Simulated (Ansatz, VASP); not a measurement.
# Two plane-wave programs on AlN

POSCAR

```
AlN
1.0
    3.1110021516      0.0000000000      0.0000000000
   -1.5555010758      2.6942068945      0.0000000000
    0.0000000000      0.0000000000      4.9780000000
Al N
2 2
Direct
    0.3333333333      0.6666666667      0.0000000000
    0.6666666667      0.3333333333      0.5000000000
    0.0847944243      0.5553166435      0.3850000000
    0.6666666667      0.3333333333      0.8850000000
```

File INCAR.step1:

```
PREC = Accurate ; ENCUT = 520
ISMEAR = 0 ; SIGMA = 0.05
LREAL = False ; LASPH = True
NELM = 80 ; NBANDS = 16
GGA = PE ; ALGO = Normal
EDIFF = 1E-4 ; LWAVE = True
LCHARG = False
```

Contents of INCAR.step2:

```
PREC = Accurate ; ENCUT = 520
EDIFF = 1E-6 ; ISMEAR = 0
SIGMA = 0.05 ; LREAL = False
LASPH = True ; NELM = 80
ALGO = Normal ; ISIF = 2
LWAVE = False ; LCHARG = False
METAGGA = R2SCAN ; LMIXTAU = True
NBANDS = 16 ; ISTART = 1
```

File KPOINTS:

```
Automatic mesh
0
Gamma
  12 12 6
```

Input for Ansatz:

```yaml
crystal:
  lattice:
    - [3.1110021516, 0.0, 0.0]
    - [-1.5555010758, 2.6942068945, 0.0]
    - [0.0, 0.0, 4.978]
  atoms:
    - { symbol: Al, position: [0.3333333333, 0.6666666667, 0.0] }
    - { symbol: Al, position: [0.6666666667, 0.3333333333, 0.5] }
    - { symbol: "N", position: [0.0847944243, 0.5553166435, 0.385] }
    - { symbol: "N", position: [0.6666666667, 0.3333333333, 0.885] }
basis:
  ecutwfc: 500
kpoints:
  mp_grid: { grid: [12, 12, 6] }
hamiltonian:
  xc: r2scan
scf:
  occupations: { method: gaussian, width: 0.05 }
output:
  forces: true
  stress: true
  eigenvalues: true
```

Alike in both runs: task single point; functional r2SCAN; k mesh 12 × 12 × 6; occupations gaussian, width 0.05 eV; no spin polarisation.

|  | VASP | Ansatz |
| --- | --- | --- |
| version | VASP 6.6.1 | Ansatz 0.2.0 |
| potentials or method | VASP PAW PBE potentials, release 64 (Al, N), cutoff 520 eV | scalar-relativistic, plane waves, PAW |
| valence electrons in the cell | 16 | 16 |

```tsv
	VASP	Ansatz	Ansatz less VASP
gap on the k mesh at the Fermi level (eV)	4.20	4.21	+0.012
least direct gap on the mesh (eV)	4.20	4.21	+0.012
rms of the force components (eV/Å)	18.980	19.805	+0.8245
```

VASP's potentials were made for PBE, not for r2SCAN. Atom by atom the forces differ by 0.826 eV/Å (rms over components).
